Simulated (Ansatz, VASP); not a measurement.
SiMo3 in VASP and in Ansatz

INCAR

```
PREC = Accurate
ENCUT = 600
EDIFF = 1E-6
ISMEAR = 0
SIGMA = 0.1
LREAL = Auto
LASPH = T
NELM = 100
ALGO = Fast
ISIF = 3
LWAVE = F
LCHARG = F
GGA = PS
IBRION = 2
NSW = 80
EDIFFG = -0.015
```

KPOINTS

```
Automatic mesh
0
Gamma
  6 6 6
```

POSCAR

```
SiMo3
1.0
   -4.8615836809      4.8615836809      0.0000000000
    0.0000000000      4.8615836809     -4.8615836809
   -4.8615836809      0.0000000000     -4.8615836809
Si Mo
4 12
Direct
    0.7500000000      0.7500000000      0.7500000000
    0.2500000000      0.2500000000      0.2500000000
    0.0000000000      0.0000000000      0.0000000000
    0.5000000000      0.5000000000      0.5000000000
    0.3750000000      0.1250000000      0.6250000000
    0.8750000000      0.6250000000      0.1250000000
    0.6250000000      0.8750000000      0.3750000000
    0.1250000000      0.3750000000      0.8750000000
    0.6250000000      0.1250000000      0.8750000000
    0.1250000000      0.6250000000      0.3750000000
    0.3750000000      0.8750000000      0.1250000000
    0.8750000000      0.3750000000      0.6250000000
    0.3750000000      0.6250000000      0.8750000000
    0.8750000000      0.1250000000      0.3750000000
    0.1250000000      0.8750000000      0.6250000000
    0.6250000000      0.3750000000      0.1250000000
```

Input for Ansatz:

```yaml
crystal:
  lattice:
    - [-4.8615836809, 4.8615836809, 0.0]
    - [0.0, 4.8615836809, -4.8615836809]
    - [-4.8615836809, 0.0, -4.8615836809]
  atoms:
    - { symbol: Si, position: [0.75, 0.75, 0.75] }
    - { symbol: Si, position: [0.25, 0.25, 0.25] }
    - { symbol: Si, position: [0.0, 0.0, 0.0] }
    - { symbol: Si, position: [0.5, 0.5, 0.5] }
    - { symbol: Mo, position: [0.375, 0.125, 0.625] }
    - { symbol: Mo, position: [0.875, 0.625, 0.125] }
    - { symbol: Mo, position: [0.625, 0.875, 0.375] }
    - { symbol: Mo, position: [0.125, 0.375, 0.875] }
    - { symbol: Mo, position: [0.625, 0.125, 0.875] }
    - { symbol: Mo, position: [0.125, 0.625, 0.375] }
    - { symbol: Mo, position: [0.375, 0.875, 0.125] }
    - { symbol: Mo, position: [0.875, 0.375, 0.625] }
    - { symbol: Mo, position: [0.375, 0.625, 0.875] }
    - { symbol: Mo, position: [0.875, 0.125, 0.375] }
    - { symbol: Mo, position: [0.125, 0.875, 0.625] }
    - { symbol: Mo, position: [0.625, 0.375, 0.125] }
basis:
  ecutwfc: 420
kpoints:
  mp_grid: { grid: [6, 6, 6] }
hamiltonian:
  xc: pbesol
scf:
  occupations: { method: gaussian, width: 0.1 }
output:
  forces: true
  stress: true
  eigenvalues: true
relax:
  adjacent_minimum: "off"
  f_tol: 0.015
  max_steps: 60
  cell: { stress_tol: 0.15 }
```

Alike in both runs: task relaxation of cell and atoms; functional PBEsol; k mesh 6 × 6 × 6; occupations gaussian, width 0.1 eV; no spin polarisation.

|  | VASP | Ansatz |
| --- | --- | --- |
| version | VASP 6.6.1 | Ansatz 0.2.0 |
| potentials or method | VASP PAW PBE potentials, release 64 (Si, Mo_sv), cutoff 600 eV | scalar-relativistic, plane waves, PAW |
| valence electrons in the cell | 184 | 184 |

VASP gave:

```
gap on the k mesh at the Fermi level, each at its own relaxed structure (eV) : none
relaxed volume (Å³/atom)                                                     : 14.38
relaxed length of the cell vector where the two differ most in proportion (Å)              : 6.878
```

Problem. What did Ansatz give for the same quantities?

Solution. gap on the k mesh at the Fermi level, each at its own relaxed structure (eV): none; relaxed volume (Å³/atom): 14.35; relaxed length of the cell vector where the two differ most in proportion (Å): 6.874.

VASP's potentials were made for PBE, not for PBEsol. A gap of «none» marks a metal or a gap that the smearing closes.
